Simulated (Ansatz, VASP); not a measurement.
# Two plane-wave programs on RbBr

```xyz
2
Lattice="4.1279 0.0336 0.0000 0.0336 4.1279 0.0000 0.0000 0.0000 4.1279" Properties=species:S:1:pos:R:3 pbc="T T T"
Rb    0.0000    0.0000    0.0000
Br    2.0808    2.0808    2.0640
```

Change from the starting cell: shear_xy strain +1.6%.

Alike in both runs: task single point; functional PBE; k mesh 6 × 6 × 6; occupations fermi-dirac, width 0.02 eV; no spin polarisation.

```csv
,VASP,Ansatz
version,VASP 6.6.1,Ansatz 0.2.0
potentials or method,"VASP PAW PBE potentials, release 64 (Rb_sv, Br)","plane waves, PAW"
plane-wave cutoff (eV),520,420
valence electrons in the cell,16,16
```

|  | VASP | Ansatz | Ansatz less VASP |
| --- | --- | --- | --- |
| gap on the k mesh at the Fermi level (eV) | 4.08 | 4.08 | +0.002 |
| pressure (GPa) | 0.8 | 0.8 | -0.03 |
| traceless stress, the component that is largest in VASP (GPa) | -0.11 | -0.11 | +0.001 |
